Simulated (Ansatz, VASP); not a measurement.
One calculation of PbS, two programs

```
Pb S
1.0
     0.00000    2.90447    2.90447
     2.90447    0.00000    2.90447
     2.90447    2.90447    0.00000
Pb S
1 1
Direct
  0.00000 0.00000 0.00000
  0.50000 0.50000 0.50000
```

Change from the starting cell: volume scaled by 0.94, PAW files.

Alike in both runs: task electric field gradients; functional PBE; k mesh 8 × 8 × 8; occupations fermi-dirac, width 0.01 eV; no spin polarisation.

|  | VASP | Ansatz |
| --- | --- | --- |
| version | VASP 6.6.1 | Ansatz 0.2.0 |
| potentials or method | VASP PAW PBE potentials, release 64 (Pb_d, S) | PAW with Ansatz's default frozen-core files, scalar-relativistic |
| plane-wave cutoff (eV) | 520 | 420 |
| valence electrons in the cell | 20 | 20 |

VASP gave:

* pressure (GPa): 6.6

Task: Estimate Ansatz's values.

Result: Pressure (GPa): 6.7.

Neither program's run includes spin-orbit coupling.
